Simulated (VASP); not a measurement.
Ir3O: single point with PBE

System: Ir3O, a slab with vacuum.

```xyz
4
Lattice="2.7368 0.0000 0.0000 0.0000 2.7368 0.0000 0.0000 0.0000 19.1883" Properties=species:S:1:pos:R:3 pbc="T T T"
Ir    1.3684    1.3684    4.0000
Ir    0.0000    0.0000    5.8441
Ir    1.3684    1.3684    7.6883
O     2.2806    2.2806    9.0217
```

* Program: VASP 6.6.1
* Task: single point
* Functional: PBE
* Potentials or basis: VASP PAW PBE potentials, release 64 (Ir_sv_GW, O)
* Cutoff: 520 eV
* k mesh: 10 × 10 × 1
* Occupations: gaussian, width 0.1 eV
* Spin: no spin polarisation

- Largest force: 1.361 eV/Å
- Band gap on the k mesh: zero (an odd number of electrons rules out a gap without spin polarisation)

Forces in eV/Å, atoms in the order of the input:
```
Ir  -0.183 -0.183 -0.072
Ir  -0.128 -0.128 -1.221
Ir  -0.440 -0.440  1.210
O    0.752  0.752  0.083
```

Levels at points of the mesh, in eV from the Fermi level:
| k point | band 25 | band 26 | band 27 | band 28 | band 29 | band 30 | band 31 | band 32 |
| --- | --- | --- | --- | --- | --- | --- | --- | --- |
| (0.00, 0.00, 0.00) | -1.59 | -1.26 | -0.85 | -0.83 | -0.28 | 0.12 | 0.63 | 0.80 |
| (0.50, 0.00, 0.00) | -1.96 | -1.28 | -0.97 | -0.20 | 0.39 | 0.50 | 0.99 | 2.06 |
| (0.50, 0.50, 0.00) | 0.07 | 0.66 | 0.68 | 0.99 | 1.17 | 1.31 | 2.08 | 4.70 |

Run time: 7 min on 1 thread of Intel(R) Xeon(R) Platinum 8259CL CPU @ 2.50GHz (Skylake/Cascade Lake) (shared host), peak memory 0.31 GiB.

Caveat: spin-orbit coupling is left out, which moves the levels of the heavy elements.
